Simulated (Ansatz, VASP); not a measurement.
**One calculation of BAuCl3, two programs**

```
CELL_PARAMETERS angstrom
6.90400 0.00000 0.00000
-3.45200 5.97904 0.00000
0.00000 0.00000 5.84079
ATOMIC_POSITIONS crystal
B 0.33333 0.66667 0.75000
B 0.66667 0.33333 0.25000
Au 0.00000 0.00000 0.50000
Au 0.00000 0.00000 0.00000
Cl 0.18014 0.36028 0.25000
Cl 0.81986 0.18014 0.75000
Cl 0.81986 0.63972 0.75000
Cl 0.18014 0.81986 0.25000
Cl 0.63972 0.81986 0.25000
Cl 0.36028 0.18014 0.75000
```

Alike in both runs: functional PBE; k mesh 6 × 6 × 6; occupations gaussian, width 0.1 eV; no spin polarisation.

Ansatz relaxed the structure, and its values are those at the end. VASP's run is a single point on that final structure, the one shown.

|  | VASP | Ansatz |
| --- | --- | --- |
| version | VASP 6.6.1 | Ansatz 0.2.0 |
| potentials or method | VASP PAW PBE potentials, release 64 (B, Au, Cl), cutoff 520 eV | scalar-relativistic, plane waves, PAW |
| valence electrons in the cell | 70 | 86 |

VASP gave:

- gap on the k mesh at the Fermi level (eV): none
- pressure (GPa): -0.1
- rms of the force components (eV/Å): 0.006

What did Ansatz give for the same quantities?

gap on the k mesh at the Fermi level (eV): none; pressure (GPa): 0.0; rms of the force components (eV/Å): 0.001.

A gap of «none» marks a metal or a gap that the smearing closes. With one functional, cell and mesh, what is left measures potentials, basis and numerics. VASP's potentials hold 70 valence electrons a cell and Ansatz's 86, so a difference there can come from the potentials and not from the codes.

Neither program's run includes spin-orbit coupling.
